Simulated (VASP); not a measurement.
# Hf (Im-3m) in VASP: a series of runs

Hf is run at these levels: PBE; tasks: relaxation of cell and atoms, single point.

Program: VASP 6.6.1. These are calculated values, not measurements. Logs are shortened: lines on timing, memory, paths and dates and some standing lists are left out, and cuts for length are marked.

## (1) The cell of the first run

It takes space group Im-3m (No. 229, cubic). Conventional cell: a = 3.114 Å, b = 3.114 Å, c = 3.114 Å, α = 90.00°, β = 90.00°, γ = 90.00°. Hf (site symmetry m-3m) has 14 Hf at 2.70 to 3.11 Å within 3.6 Å.

## (2) Relaxation of cell and atoms, PBE, target pressure 74 GPa, at which the enthalpy is minimised

The input, INCAR:

```
PREC = Accurate
ENCUT = 600
EDIFF = 1E-6
ISMEAR = -1
SIGMA = 0.05
LREAL = F
LASPH = T
NELM = 100
ALGO = Normal
ISIF = 3
LWAVE = F
LCHARG = F
GGA = PE
IBRION = 2
NSW = 32
EDIFFG = -0.005
PSTRESS = 740.0
```

The input, KPOINTS:

```
regular mesh
0
Gamma
  17 17 17
```

The input, POSCAR:

```
Hf
1.0
   -1.5567661789      1.5567661789      1.5567661789
    1.5567661789     -1.5567661789      1.5567661789
    1.5567661789      1.5567661789     -1.5567661789
Hf
1
Direct
    0.0000000000      0.0000000000      0.0000000000
```

Potentials or basis: VASP PAW PBE potentials, release 64 (Hf_pv).

Run with:

```
cat potpaw_PBE.64/Hf_pv/POTCAR > POTCAR
mpirun -np 1 vasp_std > vasp.out
```

OUTCAR:

```text
PREC = Accurate
   ENCUT = 600
   EDIFF = 1E-6
   ISMEAR = -1
   LREAL = F
   LASPH = T
   NELM = 100
   ISIF = 3
   GGA = PE
   IBRION = 2
   NSW = 32
   EDIFFG = -0.005
   PSTRESS = 740.0

 ion  position               nearest neighbor table
   1  0.000  0.000  0.000-

  LATTYP: Found a body centered cubic cell.
 ALAT       =     3.1135323578

  Lattice vectors:

 A1 = (  -1.5567661789,   1.5567661789,   1.5567661789)
 A2 = (   1.5567661789,  -1.5567661789,   1.5567661789)
 A3 = (   1.5567661789,   1.5567661789,  -1.5567661789)

Analysis of symmetry for initial positions (statically):
=====================================================================
 Subroutine PRICEL returns:
 Original cell was already a primitive cell.

 Routine SETGRP: Setting up the symmetry group for a
 body centered cubic supercell.

 Subroutine GETGRP returns: Found 48 space group operations
 (whereof 48 operations were pure point group operations)
 out of a pool of 48 trial point group operations.

The static configuration has the point symmetry O_h .

Analysis of symmetry for dynamics (positions and initial velocities):
=====================================================================
 Subroutine PRICEL returns:
 Original cell was already a primitive cell.

 Routine SETGRP: Setting up the symmetry group for a
 body centered cubic supercell.

 Subroutine GETGRP returns: Found 48 space group operations
 (whereof 48 operations were pure point group operations)
 out of a pool of 48 trial point group operations.

The dynamic configuration has the point symmetry O_h .

 Subroutine INISYM returns: Found 48 space group operations
 (whereof 48 operations are pure point group operations),
 and found     1 'primitive' translations

----------------------------------------------------------------------------------------

                                     Primitive cell

  volume of cell :      15.0914

  direct lattice vectors                    reciprocal lattice vectors
    -1.556766179  1.556766179  1.556766179     0.000000000  0.321178612  0.321178612
     1.556766179 -1.556766179  1.556766179     0.321178612  0.000000000  0.321178612
     1.556766179  1.556766179 -1.556766179     0.321178612  0.321178612  0.000000000

  length of vectors
     2.696398117  2.696398117  2.696398117     0.454215149  0.454215149  0.454215149

  position of ions in fractional coordinates (direct lattice)
     0.000000000  0.000000000  0.000000000

  ion indices of the primitive-cell ions
   primitive index   ion index
                 1           1

----------------------------------------------------------------------------------------

 KPOINTS: regular mesh

Automatic generation of k-mesh.
 Grid dimensions read from file:
 generate k-points for:   17   17   17

 Generating k-lattice:

  Cartesian coordinates                     Fractional coordinates (reciprocal lattice)
     0.000000000  0.018892860  0.018892860     0.058823529  0.000000000  0.000000000
     0.018892860  0.000000000  0.018892860     0.000000000  0.058823529  0.000000000
     0.018892860  0.018892860  0.000000000     0.000000000  0.000000000  0.058823529

  Length of vectors
     0.026718538  0.026718538  0.026718538

  Shift w.r.t. Gamma in fractional coordinates (k-lattice)
     0.000000000  0.000000000  0.000000000

 Subroutine IBZKPT returns following result:
 ===========================================

 Found    165 irreducible k-points:

 Following reciprocal coordinates:
            Coordinates               Weight
  0.000000  0.000000  0.000000      1.000000
  0.058824  0.000000  0.000000     12.000000
  0.117647  0.000000  0.000000     12.000000
  0.176471  0.000000  0.000000     12.000000
  0.235294  0.000000  0.000000     12.000000
  0.294118  0.000000  0.000000     12.000000
[... 16 lines left out ...]
  0.411765  0.117647  0.000000     48.000000
  0.176471  0.176471  0.000000     24.000000
 [... further k-points ...]
   k-points           NKPTS =    165   k-points in BZ     NKDIM =    165   number of bands    NBANDS=      9
   number of dos      NEDOS =    301   number of ions     NIONS =      1
   total plane-waves  NPLWV =  13824
   dimension x,y,z NGX =    24 NGY =   24 NGZ =   24
   dimension x,y,z NGXF=    48 NGYF=   48 NGZF=   48
   ions per type =               1
   NGX,Y,Z   is equivalent  to a cutoff of  14.80, 14.80, 14.80 a.u.
   NGXF,Y,Z  is equivalent  to a cutoff of  29.59, 29.59, 29.59 a.u.
 SYSTEM =  unknown system
   PREC   = accura    normal or accurate (medium, high low for compatibility)
   ISTART =      0    job   : 0-new  1-cont  2-samecut
   ICHARG =      2    charge: 1-file 2-atom 10-const
   ISPIN  =      1    spin polarized calculation?
   LNONCOLLINEAR =      F non collinear calculations
   LSORBIT =      F    spin-orbit coupling
   LASPH  =      T    aspherical Exc in radial PAW
   ENCUT  =  600.0 eV  44.10 Ry    6.64 a.u.   5.39  5.39  5.39*2*pi/ulx,y,z
   NELM   =    100;   NELMIN=  2; NELMDL= -5     # of ELM steps
   EDIFF  = 0.1E-05   stopping-criterion for ELM
   LREAL  =      F    real-space projection
   EDIFFG = -.5E-02   stopping-criterion for IOM
   NSW    =     32    number of steps for IOM
   IBRION =      2    ionic relax: 0-MD 1-quasi-New 2-CG
   NFREE  =      1    steps in history (QN), initial steepest desc. (CG)
   ISIF   =      3    stress and relaxation
   ISYM   =      2    0-nonsym 1-usesym 2-fastsym
   POTIM  = 0.5000    time-step for ionic-motion
   TEBEG  =    0.0;   TEEND  =   0.0 temperature during run
   PSTRESS=  740.0 pullay stress
   NELECT =      10.0000    total number of electrons
   NUPDOWN=      -1.0000    fix difference up-down
   EMIN   =  10.00;   EMAX   =-10.00  energy-range for DOS
   EFERMI =   0.00;   METHOD = LEGACY
   ISMEAR =    -1;   SIGMA  =   0.05  broadening in eV -4-tet -1-fermi 0-gaus
   EFERMI_NEDOS =   21; number of points for ismear=-14 and -15
   IALGO  =     38    algorithm
   IMIX   =      4    mixing-type and parameters
     AMIX     =   0.40;   BMIX     =  1.00
     AMIX_MAG =   1.60;   BMIX_MAG =  1.00
  volume/ion in A,a.u.               =      15.09       101.84
  Fermi-wavevector in a.u.,A,eV,Ry     =   1.427244  2.697099 27.715399  2.037024
  Thomas-Fermi vector in A             =   2.547434
   LORBIT       =      0    0 simple, 1 ext, 2 COOP (PROOUT), +10 PAW based schemes
   GGA     = PE    functional components
   LHFCALC =     F    Hartree Fock is set to
   AEXX    =    0.0000 exact exchange contribution
   IVDW    =     0    specifies the selected vdW correction
   LEPSILON=     F    determine dielectric tensor
   LRPA    =     F    only Hartree local field effects (RPA)
 conjugate gradient relaxation of ions
 non-spin polarized calculation
  energy-cutoff  :      600.00
  volume of cell :       15.09
 maximum number of plane-waves:       531
 NGX is ok and might be reduce to    24
   NGX = 11   NGY = 11   NGZ = 11

--------------------------------------- Ionic step        1  -------------------------------------------

 number of electron      10.0000000 magnetization

 Free energy of the ion-electron system (eV)
  ---------------------------------------------------
  ext. energy  EPLUGINS =         0.00000000
  ---------------------------------------------------
  free energy    TOTEN  =        -8.51997299 eV

  energy without entropy =       -8.51183641  energy(sigma->0) =       -8.51590470

------------------------ aborting loop because EDIFF is reached ----------------------------------------

  FORCE on cell =-STRESS in cart. coord.  units (eV):
  Direction    XX          YY          ZZ          XY          YZ          ZX
  --------------------------------------------------------------------------------------
  -------------------------------------------------------------------------------------
  Total        6.9040655      6.9040655      6.9040655     -0.0000000      0.0000000     -0.0000000
  in kB      732.9685371    732.9685371    732.9685371     -0.0000000      0.0000000     -0.0000000
  external PRESSURE =      -7.0314629 kB  Pullay stress =     740.0000000 kB
[... 59 lines left out ...]
  enthalpy is  TOTEN    =        -1.5489802537 eV   P V=        6.9036961621

--------------------------------------- Ionic step        3  -------------------------------------------

 number of electron      10.0000000 magnetization

 Free energy of the ion-electron system (eV)
  ---------------------------------------------------
  ext. energy  EPLUGINS =         0.00000000
  ---------------------------------------------------
  free energy    TOTEN  =        -8.50427028 eV

  energy without entropy =       -8.49620272  energy(sigma->0) =       -8.50023650

 E-fermi :   7.6083     XC(G=0): -13.2265

 val. band max:        7.5852302372   @ k =  -0.3529  -0.4706   0.1176
 cond. band min:       7.6248992186   @ k =   0.2353   0.1176   0.0588
 fundamental gap:      0.0396689814
 Fermi energy:         7.6082629074

 k-point     1 :       0.0000    0.0000    0.0000
  band No.  band energies     occupation
      1     -20.6626      2.00000
      2     -20.6626      2.00000
      3     -20.6626      2.00000
      4      -0.3849      2.00000
      5       9.3093      0.00000
      6       9.3093      0.00000
      7       9.3093      0.00000
      8      13.3819      0.00000
      9      13.3819      0.00000
[... 265 lines left out ...]
 k-point    24 :       0.1765    0.1765    0.0000
  band No.  band energies     occupation
      1     -22.4804      2.00000
      2     -21.2614      2.00000
      3     -20.8581      2.00000
      4       3.5519      2.00000
      5       7.0075      1.99999
      6       7.5694      1.37030
      7      12.0856      0.00000
      8      14.6991      0.00000
      9      14.9379      0.00000

 [... further k-points ...]

------------------------ aborting loop because EDIFF is reached ----------------------------------------

  FORCE on cell =-STRESS in cart. coord.  units (eV):
  Direction    XX          YY          ZZ          XY          YZ          ZX
  --------------------------------------------------------------------------------------
  -------------------------------------------------------------------------------------
  Total        6.9537615      6.9537615      6.9537615     -0.0000000      0.0000000     -0.0000000
  in kB      739.9197891    739.9197891    739.9197891     -0.0000000      0.0000000     -0.0000000
  external PRESSURE =      -0.0802109 kB  Pullay stress =     740.0000000 kB
[... 16 lines left out ...]
  FREE ENERGIE OF THE ION-ELECTRON SYSTEM (eV)
  ---------------------------------------------------
  free  energy   TOTEN  =        -8.5042702778 eV

  energy  without entropy=       -8.4962027189  energy(sigma->0) =       -8.50023650

  enthalpy is  TOTEN    =        -1.5497549288 eV   P V=        6.9545153491

 reached required accuracy - stopping structural energy minimisation
```

Run time: 15 s. Hardware: 1 thread of Intel Xeon 6975P-C (Granite Rapids), shared host; peak memory 0.16 GiB.

What came out:

```yaml
Free_energy: -8.5043 eV
Relaxed_volume: 15.06 Å³/atom
Relaxed_cell: a = 2.694 Å, b = 2.694 Å, c = 2.694 Å, α = 109.47°, β = 109.47°, γ = 109.47°
Space_group_after_relaxing_to_0.05_Å: Im-3m (No. 229)
Energy_change_on_relaxing_the_enthalpy_is_what_falls: +15.7 meV/atom
Ionic_steps: 3
Pressure_after_relaxing: 74.0 GPa
Band_gap_on_the_k_mesh: zero (band 5 reaches 9.31 eV, above the bottom of band 6 at 6.44 eV)
```

Step by step:
```tsv
step	energy change (eV)	largest force (eV/Å)	pressure (GPa)	volume (Å³)
1	0.0000	0.0000	73.30	15.09
2	0.0673	0.0000	76.24	14.95
3	0.0157	0.0000	73.99	15.06
```

Final structure:
```
Hf
1.0
    -1.55559    1.55559    1.55559
     1.55559   -1.55559    1.55559
     1.55559    1.55559   -1.55559
Hf
1
Cartesian
  0.0000 0.0000 0.0000
```

Levels at points of the mesh, in eV from the Fermi level:
| k point | band 3 | band 4 | band 5 | band 6 | band 7 | band 8 |
| --- | --- | --- | --- | --- | --- | --- |
| (0.00, 0.00, 0.00) | -28.27 | -7.99 | 1.70 | 1.70 | 1.70 | 5.77 |

Caveat: the cell is relaxed towards a set pressure, so the enthalpy falls and the energy may rise; spin-orbit coupling is left out, which moves the levels of the heavy elements.

(Continued in part 2 of 3.)
